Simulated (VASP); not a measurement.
A run of VASP 6.6.1 is set up as follows.

File INCAR:

```
SYSTEM = Y
PREC = Accurate ; ENCUT = 520
EDIFF = 1E-6 ; ISMEAR = -1
SIGMA = 0.05 ; LREAL = .FALSE.
LASPH = .TRUE. ; NELM = 100
ALGO = Normal ; ISIF = 2
LWAVE = .FALSE. ; LCHARG = .FALSE.
GGA = PE ; NBANDS = 18
```

The input KPOINTS:

```
Automatic mesh
0
G
  8 8 8
  0 0 0
```

Contents of POSCAR:

```
Y
1.0
    0.0000000000      3.4531162769      3.4531162769
    3.4531162769      0.0000000000      3.4531162769
    3.4531162769      3.4531162769      0.0000000000
Y
2
Direct
   -0.1925000000     -0.1025000000     -0.1025000000
    0.1925000000      0.1025000000      0.1025000000
```

Potentials or basis: VASP PAW PBE potentials, release 64 (Y_sv).

Launch:

```sh
$ cat potpaw_PBE.64/Y_sv/POTCAR > POTCAR
$ mpirun -np 1 vasp_std > vasp.out
```

What does it give for the pressure?

2.2 GPa.

Estimate the band gap on the k mesh.

zero (bands 11 and 12 overlap by 0.62 eV).

Stress tensor (GPa, compression positive):
```
 2.20 -5.91 -5.91
-5.91  2.20  5.91
-5.91  5.91  2.20
```

Caveat: the cell differs from its parent crystal (shortest bond scaled by 0.82); forces of over 1 eV/Å act on the atoms, so gaps and moduli don't describe the material at rest.
